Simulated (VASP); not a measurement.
Runs of VASP 6.6.1 on Ge2SbO3. The structure is that of space group P6/mmm (No. 191), or close to it. The cells are those of the table. The cell was generated, and may not be a known phase.

```csv
task,cell,k mesh,cutoff (eV),gap on the mesh (eV),pressure (GPa),relaxed volume (Å³/atom)
single point,"a = 5.706, b = 5.706, c = 2.948 Å, angles 90.0, 90.0, 120.0°, 6 atoms",6 × 6 × 6,520,none,(a),-
relaxation of cell and atoms,"relaxed from a = 5.702, b = 5.702, c = 2.966 Å, angles 90.0, 90.0, 120.0°, 6 atoms",6 × 6 × 6,600,none,0.3,13.77
single point,"a = 5.702, b = 5.702, c = 2.966 Å, angles 90.0, 90.0, 120.0°, 6 atoms",6 × 6 × 4,520,none,(b),-
single point,"a = 5.704, b = 5.704, c = 2.943 Å, angles 90.0, 90.0, 120.0°, 6 atoms",12 × 12 × 12,520,none,0.1,-
relaxation of cell and atoms,"relaxed from a = 5.186, b = 5.186, c = 4.099 Å, angles 90.0, 90.0, 120.0°, 6 atoms",6 × 6 × 4,600,none,0.1,13.91
single point,"a = 5.186, b = 5.186, c = 4.099 Å, angles 90.0, 90.0, 120.0°, 6 atoms",6 × 6 × 4,520,none,-9.4,-
```

Alike in all rows: level PBE; potentials or basis VASP PAW PBE potentials, release 64 (Ge_d, Sb, O); no spin polarisation; smearing gaussian 0.1 eV.

Question: Estimate the missing entries.

Answer: (a) -0.1; (b) 0.0.

Caveats: some runs use coarse meshes; spin-orbit coupling is left out, which moves the levels of the heavy elements; an odd number of electrons without spin polarisation forces a metal; a magnetic or distorted state may lie lower; a cell axis changed by over 15 % at a fixed basis, so the end point is rough (at least some runs).

A k mesh can miss the band edges, and the runs leave out spin-orbit coupling on Ge, Sb.

A gap of «none» marks levels without a gap at the run's occupations.
